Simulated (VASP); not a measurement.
# Pd (Fm-3m) in VASP: settings compared

Aim: see how the results for Pd move with the level of theory and the settings. Levels: r2SCANh, BHLYP, HF. Tasks: single point.

Program: VASP 6.6.1. These are calculated values, not measurements. Logs are shortened: lines on timing, memory, paths and dates and some standing lists are left out, and cuts for length are marked.

## Step 1: The cell of the first run

Symmetry: Fm-3m, No. 225, cubic system. Conventional cell: a = 3.944 Å, b = 3.944 Å, c = 3.944 Å, α = 90.00°, β = 90.00°, γ = 90.00°. Within 3.7 Å of Pd (site symmetry m-3m) lie 12 Pd at 2.79 Å.

## Step 2: Single point, r2SCANh

POSCAR

```
Pd
1.0
    0.0000000000      1.9721147795      1.9721147795
    1.9721147795      0.0000000000      1.9721147795
    1.9721147795      1.9721147795      0.0000000000
Pd
1
Direct
    0.0000000000      0.0000000000      0.0000000000
```

INCAR.step1

```
  ALGO = Normal
  EDIFF = 1E-5
  ENCUT = 510
  GGA = PE
  GGA_COMPAT = F
  ISIF = 2
  ISMEAR = -1
  LASPH = T
  LCHARG = F
  LREAL = F
  LWAVE = T
  NBANDS = 15
  NELM = 120
  PREC = Accurate
  SIGMA = 0.05
```

INCAR.step2

```
  AEXX = 0.1
  ALGO = Normal
  EDIFF = 1E-6
  ENCUT = 510
  GGA_COMPAT = F
  ISIF = 2
  ISMEAR = -1
  ISTART = 1
  LASPH = T
  LCHARG = F
  LHFCALC = T
  LMIXTAU = T
  LREAL = F
  LWAVE = F
  METAGGA = R2SCAN
  NBANDS = 15
  NELM = 120
  PREC = Accurate
  PRECFOCK = Normal
  SIGMA = 0.05
```

KPOINTS

```
k-points
0
Gamma
  6 6 6
```

Potentials or basis: VASP PAW PBE potentials, release 64 (Pd_sv_GW).

The run is started by

```sh
cat potpaw_PBE.64/Pd_sv_GW/POTCAR > POTCAR
cp INCAR.step1 INCAR
mpirun -np 1 vasp_std > vasp.out
cp INCAR.step2 INCAR
mpirun -np 1 vasp_std > vasp.out
```

OUTCAR:

```text
AEXX = 0.1
   EDIFF = 1E-6
   ENCUT = 510
   ISIF = 2
   ISMEAR = -1
   ISTART = 1
   LASPH = T
   LHFCALC = T
   LREAL = F
   METAGGA = R2SCAN
   NELM = 120
   PREC = Accurate
   PRECFOCK = Normal

 ion  position               nearest neighbor table
   1  0.000  0.000  0.000-

  LATTYP: Found a face centered cubic cell.
 ALAT       =     3.9442295590

  Lattice vectors:

 A1 = (   0.0000000000,   1.9721147795,   1.9721147795)
 A2 = (   1.9721147795,   0.0000000000,   1.9721147795)
 A3 = (   1.9721147795,   1.9721147795,   0.0000000000)

Analysis of symmetry for initial positions (statically):
=====================================================================
 Subroutine PRICEL returns:
 Original cell was already a primitive cell.

 Routine SETGRP: Setting up the symmetry group for a
 face centered cubic supercell.

 Subroutine GETGRP returns: Found 48 space group operations
 (whereof 48 operations were pure point group operations)
 out of a pool of 48 trial point group operations.

The static configuration has the point symmetry O_h .

Analysis of symmetry for dynamics (positions and initial velocities):
=====================================================================
 Subroutine PRICEL returns:
 Original cell was already a primitive cell.

 Routine SETGRP: Setting up the symmetry group for a
 face centered cubic supercell.

 Subroutine GETGRP returns: Found 48 space group operations
 (whereof 48 operations were pure point group operations)
 out of a pool of 48 trial point group operations.

The dynamic configuration has the point symmetry O_h .

 Subroutine INISYM returns: Found 48 space group operations
 (whereof 48 operations are pure point group operations),
 and found     1 'primitive' translations

----------------------------------------------------------------------------------------

                                     Primitive cell

  volume of cell :      15.3400

  direct lattice vectors                    reciprocal lattice vectors
     0.000000000  1.972114780  1.972114780    -0.253534939  0.253534939  0.253534939
     1.972114780  0.000000000  1.972114780     0.253534939 -0.253534939  0.253534939
     1.972114780  1.972114780  0.000000000     0.253534939  0.253534939 -0.253534939

  length of vectors
     2.788991468  2.788991468  2.788991468     0.439135396  0.439135396  0.439135396

  position of ions in fractional coordinates (direct lattice)
     0.000000000  0.000000000  0.000000000

  ion indices of the primitive-cell ions
   primitive index   ion index
                 1           1

----------------------------------------------------------------------------------------

 KPOINTS: k-points

Automatic generation of k-mesh.
 Grid dimensions read from file:
 generate k-points for:    6    6    6

 Generating k-lattice:

  Cartesian coordinates                     Fractional coordinates (reciprocal lattice)
    -0.042255823  0.042255823  0.042255823     0.166666667  0.000000000  0.000000000
     0.042255823 -0.042255823  0.042255823     0.000000000  0.166666667  0.000000000
     0.042255823  0.042255823 -0.042255823     0.000000000  0.000000000  0.166666667

  Length of vectors
     0.073189233  0.073189233  0.073189233

  Shift w.r.t. Gamma in fractional coordinates (k-lattice)
     0.000000000  0.000000000  0.000000000

 Subroutine IBZKPT returns following result:
 ===========================================

 Found     16 irreducible k-points:

 Following reciprocal coordinates:
            Coordinates               Weight
  0.000000  0.000000  0.000000      1.000000
  0.166667  0.000000  0.000000      8.000000
  0.333333  0.000000  0.000000      8.000000
  0.500000  0.000000  0.000000      4.000000
  0.166667  0.166667  0.000000      6.000000
  0.333333  0.166667  0.000000     24.000000
[... 8 lines left out ...]
 -0.333333  0.333333  0.166667     24.000000
 -0.333333  0.500000  0.166667     12.000000
   k-points           NKPTS =     16   k-points in BZ     NKDIM =    216   number of bands    NBANDS=     15
[... 50 lines left out ...]
     15      35.0492      0.00000

 k-point     3 :       0.3333    0.0000    0.0000
  band No.  band energies     occupation
      1     -80.5150      2.00000
      2     -45.0944      2.00000
      3     -44.8359      2.00000
      4     -44.8359      2.00000
      5       2.0831      2.00000
      6       4.3931      2.00000
      7       4.3931      2.00000
      8       5.8773      2.00000
      9       6.4937      2.00000
     10       6.4937      2.00000
     11      19.8370      0.00000
     12      26.1443      0.00000
     13      31.3679      0.00000
     14      31.3679      0.00000
     15      34.9382      0.00000

 k-point     4 :       0.5000    0.0000    0.0000
  band No.  band energies     occupation
      1     -80.5019      2.00000
      2     -45.1938      2.00000
      3     -44.8510      2.00000
      4     -44.8510      2.00000
      5       1.9112      2.00000
      6       4.1844      2.00000
      7       4.1844      2.00000
      8       7.1495      1.92848
      9       7.1495      1.92848
     10       9.1972      0.00000
     11      15.4719      0.00000
     12      25.2248      0.00000
     13      29.6753      0.00000
     14      29.6753      0.00000
     15      35.9395      0.00000
[... 163 lines left out ...]
 k-point    14 :       0.5000    0.3333    0.1667
  band No.  band energies     occupation
      1     -80.4979      2.00000
      2     -45.0940      2.00000
      3     -44.9592      2.00000
      4     -44.8862      2.00000
      5       3.1495      2.00000
      6       3.1522      2.00000
      7       4.1878      2.00000
      8       6.0356      2.00000
      9       6.4496      2.00000
     10      10.4884      0.00000
     11      21.2355      0.00000
     12      21.4935      0.00000
     13      24.8781      0.00000
     14      31.9955      0.00000
     15      33.0982      0.00000

 k-point    15 :      -0.3333    0.3333    0.1667
  band No.  band energies     occupation
      1     -80.4892      2.00000
      2     -45.1065      2.00000
      3     -45.0078      2.00000
      4     -44.9098      2.00000
      5       3.1429      2.00000
      6       3.3114      2.00000
      7       4.2552      2.00000
      8       5.5669      2.00000
      9       7.1151      1.96337
     10      14.6790      0.00000
     11      15.8972      0.00000
     12      22.1129      0.00000
     13      22.6075      0.00000
     14      31.3352      0.00000
     15      34.8371      0.00000

 k-point    16 :      -0.3333    0.5000    0.1667
  band No.  band energies     occupation
      1     -80.4849      2.00000
      2     -45.1163      2.00000
      3     -45.0025      2.00000
      4     -44.9463      2.00000
      5       2.4738      2.00000
      6       2.8322      2.00000
      7       5.1430      2.00000
      8       6.1335      2.00000
      9       7.7921      0.00014
     10      14.9047      0.00000
     11      18.8331      0.00000
     12      19.4378      0.00000
     13      20.2990      0.00000
     14      32.1099      0.00000
     15      34.9559      0.00000

------------------------ aborting loop because EDIFF is reached ----------------------------------------

  FORCE on cell =-STRESS in cart. coord.  units (eV):
  Direction    XX          YY          ZZ          XY          YZ          ZX
  --------------------------------------------------------------------------------------
  -------------------------------------------------------------------------------------
  Total       -0.9841880     -0.9841880     -0.9841880      0.0000000      0.0000000     -0.0000000
  in kB     -102.7926540   -102.7926540   -102.7926540      0.0000000      0.0000000     -0.0000000
  external PRESSURE =    -102.7926540 kB  Pullay stress =       0.0000000 kB

 VOLUME and BASIS-vectors are now :
 -----------------------------------------------------------------------------
  energy-cutoff  :      510.00
  volume of cell :       15.34
      direct lattice vectors                 reciprocal lattice vectors
     0.000000000  1.972114780  1.972114780    -0.253534939  0.253534939  0.253534939
     1.972114780  0.000000000  1.972114780     0.253534939 -0.253534939  0.253534939
     1.972114780  1.972114780  0.000000000     0.253534939  0.253534939 -0.253534939

 POSITION                                       TOTAL-FORCE (eV/Angst)
 -----------------------------------------------------------------------------------
      0.00000      0.00000      0.00000        -0.000000      0.000000      0.000000
 -----------------------------------------------------------------------------------
    total drift:                                0.000000      0.000000     -0.000000

  FREE ENERGIE OF THE ION-ELECTRON SYSTEM (eV)
  ---------------------------------------------------
  free  energy   TOTEN  =       -19.4040397183 eV

  energy  without entropy=      -19.3948020604  energy(sigma->0) =      -19.39942089
```

Run time: 14 min. Hardware: 1 thread of Intel Xeon Platinum 8375C at 2.90GHz (Ice Lake), shared host; peak memory 0.16 GiB.

What came out:

```
Free energy            : -19.4040 eV
Pressure               : -10.3 GPa
Band gap on the k mesh : zero (bands 9 and 10 overlap by 2.09 eV)
```

Levels at points of the mesh, in eV from the Fermi level:
| k point | band 6 | band 7 | band 8 | band 9 | band 10 | band 11 | band 12 | band 13 |
| --- | --- | --- | --- | --- | --- | --- | --- | --- |
| (0.00, 0.00, 0.00) | -3.04 | -3.04 | -3.04 | -1.55 | -1.55 | 18.50 | 23.25 | 23.25 |
| (0.50, 0.00, 0.00) | -3.13 | -3.13 | -0.16 | -0.16 | 1.88 | 8.16 | 17.91 | 22.36 |
| (0.50, 0.50, 0.00) | -5.28 | -0.33 | 0.50 | 0.50 | 4.28 | 11.71 | 14.45 | 14.45 |

Caveat: the k points lie up to 0.46 Å⁻¹ apart, too coarse for converged energies and pressures of a metal; the PAW data sets were made with another functional, which shifts forces and pressure a little.

## Step 3: Single point, BHLYP

POSCAR is that of step 2.

INCAR.step1

```
ALGO     = Normal         # electronic algorithm
EDIFF    = 1E-5           # SCF threshold, eV
ENCUT    = 470            # plane-wave cutoff, eV
GGA      = PE             # functional
GGA_COMPAT= F            
ISIF     = 2              # what is computed and relaxed
ISMEAR   = -1             # smearing method
LASPH    = T              # aspherical terms in the spheres
LCHARG   = F              # write CHGCAR
LREAL    = F              # projectors in reciprocal space
LWAVE    = T              # write WAVECAR
NBANDS   = 15             # bands
NELM     = 120            # most SCF steps
PREC     = Accurate       # precision mode
SIGMA    = 0.05           # smearing width, eV
```

INCAR.step2

```
AEXX     = 0.5            # exact-exchange fraction
AGGAC    = 1.0          
AGGAX    = 0.5          
ALDAC    = 0.0          
ALDAX    = 0.5          
ALGO     = Normal         # electronic algorithm
EDIFF    = 1E-6           # SCF threshold, eV
ENCUT    = 470            # plane-wave cutoff, eV
GGA      = B5             # functional
GGA_COMPAT= F            
ISIF     = 2              # what is computed and relaxed
ISMEAR   = -1             # smearing method
ISTART   = 1            
LASPH    = T              # aspherical terms in the spheres
LCHARG   = F              # write CHGCAR
LHFCALC  = T              # exact exchange
LREAL    = F              # projectors in reciprocal space
LWAVE    = F              # write WAVECAR
NBANDS   = 15             # bands
NELM     = 120            # most SCF steps
PREC     = Accurate       # precision mode
PRECFOCK = Normal       
SIGMA    = 0.05           # smearing width, eV
```

KPOINTS is that of step 2.

Potentials or basis: VASP PAW PBE potentials, release 64 (Pd_sv_GW).

The run is started by

```sh
cat potpaw_PBE.64/Pd_sv_GW/POTCAR > POTCAR
cp INCAR.step1 INCAR
mpirun -np 1 vasp_std > vasp.out
cp INCAR.step2 INCAR
mpirun -np 1 vasp_std > vasp.out
```

Run time: 9.5 min. Hardware: 1 thread of Intel Xeon 6975P-C (Granite Rapids), shared host; peak memory 0.14 GiB.

The run converged. Its results:

```yaml
Free_energy: -1.6363 eV
Pressure: -4.1 GPa
Band_gap_on_the_k_mesh: zero (bands 9 and 10 overlap by 4.35 eV)
```

Levels at points of the mesh, in eV from the Fermi level:
| k point | band 6 | band 7 | band 8 | band 9 | band 10 | band 11 | band 12 | band 13 |
| --- | --- | --- | --- | --- | --- | --- | --- | --- |
| (0.00, 0.00, 0.00) | -4.36 | -4.36 | -4.36 | -3.04 | -3.04 | 21.13 | 25.91 | 25.91 |
| (0.50, 0.00, 0.00) | -4.63 | -4.63 | -0.89 | -0.89 | 3.63 | 10.88 | 20.48 | 25.14 |
| (0.50, 0.50, 0.00) | -6.80 | -1.56 | 1.31 | 1.31 | 6.41 | 14.57 | 17.10 | 17.10 |

Caveat: the k points lie up to 0.46 Å⁻¹ apart, too coarse for converged energies and pressures of a metal; the PAW data sets were made with another functional, which shifts forces and pressure a little.

## Step 4: Single point, r2SCANh

This run uses another cell than the first one, of 15.64 Å³/atom.

POSCAR

```
Pd
1.0
    0.0000000000      1.9846763588      1.9846763588
    1.9846763588      0.0000000000      1.9846763588
    1.9846763588      1.9846763588      0.0000000000
Pd
1
Direct
    0.0000000000      0.0000000000      0.0000000000
```

INCAR.step1

```
PREC = Accurate
ENCUT = 510
EDIFF = 1E-5
ISMEAR = -1
SIGMA = 0.05
LREAL = F
LASPH = T
NELM = 120
ALGO = Normal
ISIF = 2
LWAVE = T
LCHARG = F
NBANDS = 15
GGA = PE
GGA_COMPAT = F
```

INCAR.step2

```
PREC = Accurate
ENCUT = 510
EDIFF = 1E-6
ISMEAR = -1
SIGMA = 0.05
LREAL = F
LASPH = T
NELM = 120
ALGO = Normal
ISIF = 2
LWAVE = F
LCHARG = F
METAGGA = R2SCAN
LHFCALC = T
AEXX = 0.1
LMIXTAU = T
PRECFOCK = Normal
NBANDS = 15
ISTART = 1
GGA_COMPAT = F
```

KPOINTS

```
regular mesh
0
Gamma
  6 6 6
```

The run is started by

```sh
cat potpaw_PBE.64/Pd_sv_GW/POTCAR > POTCAR
cp INCAR.step1 INCAR
mpirun -np 1 vasp_std > vasp.out
cp INCAR.step2 INCAR
mpirun -np 1 vasp_std > vasp.out
```

Run time: 11 min. Hardware: 1 thread of AMD EPYC 9R45 (Zen 5), shared host; peak memory 0.13 GiB.

It converged, with:

```yaml
Free_energy: -19.3890 eV
Pressure: -13.0 GPa
Band_gap_on_the_k_mesh: zero (bands 9 and 10 overlap by 2.04 eV)
```

Levels at points of the mesh, in eV from the Fermi level:
| k point | band 5 | band 6 | band 7 | band 8 | band 9 | band 10 | band 11 | band 12 | band 13 | band 14 |
| --- | --- | --- | --- | --- | --- | --- | --- | --- | --- | --- |
| (0.00, 0.00, 0.00) | -6.86 | -2.95 | -2.95 | -2.95 | -1.51 | -1.51 | 18.49 | 23.13 | 23.13 | 23.13 |
| (0.50, 0.00, 0.00) | -5.25 | -3.04 | -3.04 | -0.16 | -0.16 | 1.93 | 8.01 | 17.89 | 22.17 | 22.17 |
| (0.50, 0.50, 0.00) | -5.40 | -5.13 | -0.32 | 0.49 | 0.49 | 4.29 | 11.52 | 14.34 | 14.34 | 22.53 |

Caveat: the k points lie up to 0.46 Å⁻¹ apart, too coarse for converged energies and pressures of a metal; the PAW data sets were made with another functional, which shifts forces and pressure a little.

## Step 5: Single point, HF

This run uses another cell than the first one, of 14.75 Å³/atom.

POSCAR

```
Pd
1.0
    0.0000000000      1.9465000000      1.9465000000
    1.9465000000      0.0000000000      1.9465000000
    1.9465000000      1.9465000000      0.0000000000
Pd
1
Direct
    0.0000000000      0.0000000000      0.0000000000
```

INCAR.step1

```
ALGO = Normal
EDIFF = 1E-5
ENCUT = 470
GGA = PE
GGA_COMPAT = F
ISIF = 2
ISMEAR = -1
LASPH = T
LCHARG = F
LREAL = F
LWAVE = T
NBANDS = 15
NELM = 120
PREC = Accurate
SIGMA = 0.05
```

INCAR.step2

```
AEXX = 1.0
AGGAC = 0.0
ALDAC = 0.0
ALGO = Normal
EDIFF = 1E-6
ENCUT = 470
GGA = PE
GGA_COMPAT = F
ISIF = 2
ISMEAR = -1
ISTART = 1
LASPH = T
LCHARG = F
LHFCALC = T
LREAL = F
LWAVE = F
NBANDS = 15
NELM = 120
PREC = Accurate
PRECFOCK = Normal
SIGMA = 0.05
```

KPOINTS

```
k-points
0
Gamma
  6 6 6
```

The run is started by

```sh
cat potpaw_PBE.64/Pd_sv_GW/POTCAR > POTCAR
cp INCAR.step1 INCAR
mpirun -np 1 vasp_std > vasp.out
cp INCAR.step2 INCAR
mpirun -np 1 vasp_std > vasp.out
```

Run time: 16 min. Hardware: 1 thread of AMD EPYC 9R45 (Zen 5), shared host; peak memory 0.11 GiB.

The run converged. Its results:

- Free energy: 0.4857 eV
- Pressure: 7.3 GPa
- Band gap on the k mesh: zero (bands 9 and 10 overlap by 7.61 eV)

Levels at points of the mesh, in eV from the Fermi level:
```csv
k point,band 7,band 8,band 9,band 10,band 11,band 12
"(0.00, 0.00, 0.00)",-6.24,-6.24,-5.16,-5.16,25.01,30.44
"(0.50, 0.00, 0.00)",-6.86,-1.86,-1.86,6.10,15.23,24.30
"(0.50, 0.50, 0.00)",-3.36,2.45,2.45,9.49,19.16,21.48
```

Caveat: the k points lie up to 0.47 Å⁻¹ apart, too coarse for converged energies and pressures of a metal; the PAW data sets were made with another functional, which shifts forces and pressure a little.

## Step 6: Single point, HF

This run uses another cell than the first one, of 14.46 Å³/atom.

POSCAR

```
Pd
1.0
    0.0000000000      1.9334358480      1.9334358480
    1.9334358480      0.0000000000      1.9334358480
    1.9334358480      1.9334358480      0.0000000000
Pd
1
Direct
    0.0000000000      0.0000000000      0.0000000000
```

INCAR.step1

```
ALGO = Normal ; EDIFF = 1E-5
ENCUT = 470 ; GGA = PE
GGA_COMPAT = F ; ISIF = 2
ISMEAR = -1 ; LASPH = T
LCHARG = F ; LREAL = F
LWAVE = T ; NBANDS = 15
NELM = 120 ; PREC = Accurate
SIGMA = 0.05
```

INCAR.step2

```
AEXX = 1.0 ; AGGAC = 0.0
ALDAC = 0.0 ; ALGO = Normal
EDIFF = 1E-6 ; ENCUT = 470
GGA = PE ; GGA_COMPAT = F
ISIF = 2 ; ISMEAR = -1
ISTART = 1 ; LASPH = T
LCHARG = F ; LHFCALC = T
LREAL = F ; LWAVE = F
NBANDS = 15 ; NELM = 120
PREC = Accurate ; PRECFOCK = Normal
SIGMA = 0.05
```

KPOINTS is that of step 5.

Potentials or basis: VASP PAW PBE potentials, release 64 (Pd_sv_GW).

The run is started by

```sh
cat potpaw_PBE.64/Pd_sv_GW/POTCAR > POTCAR
cp INCAR.step1 INCAR
mpirun -np 1 vasp_std > vasp.out
cp INCAR.step2 INCAR
mpirun -np 1 vasp_std > vasp.out
```

It took 12 min on 1 thread of Intel Xeon Platinum 8488C (Sapphire Rapids), shared host; peak memory 0.14 GiB.

It converged, with:

| Item | Value |
| --- | --- |
| Free energy | 0.5123 eV |
| Pressure | 11.3 GPa |
| Band gap on the k mesh | zero (bands 9 and 10 overlap by 7.70 eV) |

Levels at points of the mesh, in eV from the Fermi level:
```tsv
k point	band 5	band 6	band 7	band 8	band 9	band 10	band 11	band 12	band 13	band 14
(0.00, 0.00, 0.00)	-9.39	-6.39	-6.39	-6.39	-5.23	-5.23	25.02	30.56	30.56	30.56
(0.50, 0.00, 0.00)	-9.10	-7.00	-7.00	-1.87	-1.87	6.02	15.41	24.32	30.33	30.33
(0.50, 0.50, 0.00)	-10.22	-9.42	-3.37	2.47	2.47	9.47	19.39	21.59	21.59	31.77
```

Caveat: the k points lie up to 0.47 Å⁻¹ apart, too coarse for converged energies and pressures of a metal; the PAW data sets were made with another functional, which shifts forces and pressure a little.

## Step 7: The runs side by side

| level | cell | cutoff (eV) | share of exact exchange | gap on the mesh (eV) | pressure (GPa) |
| --- | --- | --- | --- | --- | --- |
| r2SCANh | a = 2.789 Å, angles 60.0°, 1 atom | 510 | 0.1 | none | -10.3 |
| BHLYP | a = 2.789 Å, angles 60.0°, 1 atom | 470 | 0.5 | none | -4.1 |
| r2SCANh | a = 2.807 Å, angles 60.0°, 1 atom | 510 | 0.1 | none | -13.0 |
| HF | a = 2.753 Å, angles 60.0°, 1 atom | 470 | 1 | none | 7.3 |
| HF | a = 2.734 Å, angles 60.0°, 1 atom | 470 | 1 | none | 11.3 |

Alike in all rows: task single point; potentials or basis VASP PAW PBE potentials, release 64 (Pd_sv_GW); no spin polarisation; k mesh 6 × 6 × 6; smearing fermi-dirac 0.05 eV.

Caveats: all runs use coarse meshes; the PAW data sets were made with another functional, which shifts forces and pressure a little.

Total energies depend on the potentials used, so only differences within one code and one set of settings carry meaning.
